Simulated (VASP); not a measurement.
# Sc (I4/mmm) in VASP: a series of runs, part 2 of 2

VASP 6.6.1.

## (6) Single point, PBEsol (strain -0.050 along x and y, +0.025 along z)

INCAR reads:

```
PREC = Accurate
ENCUT = 520
EDIFF = 1E-6
ISMEAR = 0
SIGMA = 0.15
LREAL = F
LASPH = T
NELM = 80
ALGO = Normal
ISIF = 2
LWAVE = F
LCHARG = F
GGA = PS
NBANDS = 12
```

KPOINTS reads:

```
regular mesh
0
Gamma
  18 18 18
```

POSCAR reads:

```
Sc
1.0
    0.0000000000      2.1569750000      2.3272625000
    2.1569750000      0.0000000000      2.3272625000
    2.1569750000      2.1569750000      0.0000000000
Sc
1
Direct
    0.0000000000      0.0000000000      0.0000000000
```

Potentials or basis: VASP PAW PBE potentials, release 64 (Sc_sv).

Started as:

```sh
> cat potpaw_PBE.64/Sc_sv/POTCAR > POTCAR
> mpirun -np 1 vasp_std > vasp.out
```

OUTCAR:

```text
PREC = Accurate
   ENCUT = 520
   EDIFF = 1E-6
   ISMEAR = 0
   LREAL = F
   LASPH = T
   NELM = 80
   ISIF = 2
   GGA = PS

 ion  position               nearest neighbor table
   1  0.000  0.000  0.000-

  LATTYP: Found a body centered tetragonal cell.
 ALAT       =     3.0504232987
 C/A-ratio  =     1.5258620015

  Lattice vectors:

 A1 = (  -2.1569750000,   0.0000000000,   2.3272625000)
 A2 = (   2.1569750000,   0.0000000000,   2.3272625000)
 A3 = (   0.0000000000,   2.1569750000,  -2.3272625000)

Analysis of symmetry for initial positions (statically):
=====================================================================
 Subroutine PRICEL returns:
 Original cell was already a primitive cell.

 Routine SETGRP: Setting up the symmetry group for a
 body centered tetragonal supercell.

 Subroutine GETGRP returns: Found 16 space group operations
 (whereof 16 operations were pure point group operations)
 out of a pool of 16 trial point group operations.

The static configuration has the point symmetry D_4h.

Analysis of symmetry for dynamics (positions and initial velocities):
=====================================================================
 Subroutine PRICEL returns:
 Original cell was already a primitive cell.

 Routine SETGRP: Setting up the symmetry group for a
 body centered tetragonal supercell.

 Subroutine GETGRP returns: Found 16 space group operations
 (whereof 16 operations were pure point group operations)
 out of a pool of 16 trial point group operations.

The dynamic configuration has the point symmetry D_4h.

 Subroutine INISYM returns: Found 16 space group operations
 (whereof 16 operations are pure point group operations),
 and found     1 'primitive' translations

----------------------------------------------------------------------------------------

                                     Primitive cell

[... 108 lines left out ...]
     AMIX_MAG =   1.60;   BMIX_MAG =  1.00
  volume/ion in A,a.u.               =      21.66       146.14
  Fermi-wavevector in a.u.,A,eV,Ry     =   1.306223  2.468403 23.214498  1.706217
  Thomas-Fermi vector in A             =   2.437039
   LORBIT       =      0    0 simple, 1 ext, 2 COOP (PROOUT), +10 PAW based schemes
   GGA     = PS    functional components
   LHFCALC =     F    Hartree Fock is set to
   AEXX    =    0.0000 exact exchange contribution
   IVDW    =     0    specifies the selected vdW correction
   LEPSILON=     F    determine dielectric tensor
   LRPA    =     F    only Hartree local field effects (RPA)
 non-spin polarized calculation
 Gauss-broadening in eV      SIGMA  =   0.15
  energy-cutoff  :      520.00
  volume of cell :       21.66
 maximum number of plane-waves:       605
   NGX = 11   NGY = 11   NGZ = 11

 number of electron      11.0000002 magnetization

 Free energy of the ion-electron system (eV)
  ---------------------------------------------------
  ext. energy  EPLUGINS =         0.00000000
  ---------------------------------------------------
  free energy    TOTEN  =        -6.52911471 eV

  energy without entropy =       -6.51067903  energy(sigma->0) =       -6.51989687

 E-fermi :   4.4266     XC(G=0): -10.5285

 val. band max:        4.4258080517   @ k =   0.3889   0.2222   0.0000
 cond. band min:       4.4290285955   @ k =  -0.3333   0.2222   0.0556
 fundamental gap:      0.0032205439
 Fermi energy:         4.4265730715

 k-point     1 :       0.0000    0.0000    0.0000
  band No.  band energies     occupation
      1     -44.4677      2.00000
      2     -22.8745      2.00000
      3     -22.8734      2.00000
      4     -22.8734      2.00000
      5      -0.9953      2.00000
      6       5.7982      0.00000
      7       6.3927      0.00000
      8       6.3927      0.00000
      9       7.4191      0.00000
     10       8.1384      0.00000
     11      17.7545      0.00000
     12      20.5847      0.00000
[... 331 lines left out ...]
 k-point    24 :      -0.2222    0.0556    0.0000
  band No.  band energies     occupation
      1     -44.4141      2.00000
      2     -23.1948      2.00000
      3     -22.9379      2.00000
      4     -22.8893      2.00000
      5       0.6179      2.00000
      6       5.2176      0.00000
      7       6.1079      0.00000
      8       6.7632      0.00000
      9       7.7127      0.00000
     10       7.9413      0.00000
     11      16.2533      0.00000
     12      18.3025      0.00000

 [... further k-points ...]
[... 5 lines left out ...]
  --------------------------------------------------------------------------------------
  -------------------------------------------------------------------------------------
  Total        0.8364354      0.8364354      0.4755534      0.0000000      0.0000000     -0.0000000
  in kB       61.8838617     61.8838617     35.1839248      0.0000000      0.0000000     -0.0000000
  external PRESSURE =      52.9838827 kB  Pullay stress =       0.0000000 kB

 VOLUME and BASIS-vectors are now :
 -----------------------------------------------------------------------------
  energy-cutoff  :      520.00
  volume of cell :       21.66
      direct lattice vectors                 reciprocal lattice vectors
     0.000000000  2.156975000  2.327262500    -0.231806117  0.231806117  0.214844694
     2.156975000  0.000000000  2.327262500     0.231806117 -0.231806117  0.214844694
     2.156975000  2.156975000  0.000000000     0.231806117  0.231806117 -0.214844694

 POSITION                                       TOTAL-FORCE (eV/Angst)
 -----------------------------------------------------------------------------------
      0.00000      0.00000      0.00000         0.000000      0.000000     -0.000000
 -----------------------------------------------------------------------------------
    total drift:                                0.000000     -0.000000     -0.000000

  FREE ENERGIE OF THE ION-ELECTRON SYSTEM (eV)
  ---------------------------------------------------
  free  energy   TOTEN  =        -6.5291147060 eV

  energy  without entropy=       -6.5106790281  energy(sigma->0) =       -6.51989687
```

Wall time 69 s (1 thread of Intel Xeon 6975P-C, shared host); peak memory 0.24 GiB.

Results:

```yaml
Free_energy: -6.5291 eV
Pressure: 5.3 GPa
```

Caveat: the cell differs from its parent crystal (strain -0.050 along x and y, +0.025 along z); the PAW data sets were made with another functional, which shifts forces and pressure a little.

## (7) The runs side by side

| cell | gap on the mesh (eV) | pressure (GPa) |
| --- | --- | --- |
| a = 3.332, b = 3.332, c = 3.372 Å, angles 59.6, 59.6, 60.8°, 1 atom | none | -5.2 |
| a = 3.091, b = 3.091, c = 3.050 Å, angles 60.4, 60.4, 59.1°, 1 atom | none | 9.1 |
| a = 3.132, b = 3.132, c = 3.050 Å, angles 60.9, 60.9, 58.3°, 1 atom | none | 7.1 |
| a = 3.091, b = 3.091, c = 3.131 Å, angles 59.6, 59.6, 60.9°, 1 atom | none | 7.0 |
| a = 3.173, b = 3.173, c = 3.050 Å, angles 61.3, 61.3, 57.5°, 1 atom | none | 5.3 |

Alike in all rows: task single point; level PBEsol; potentials or basis VASP PAW PBE potentials, release 64 (Sc_sv); no spin polarisation; k mesh 18 × 18 × 18; cutoff (eV) 520; smearing gaussian 0.15 eV.

Caveats: the PAW data sets were made with another functional, which shifts forces and pressure a little.

Absolute energies hang on the potentials; compare differences alone.
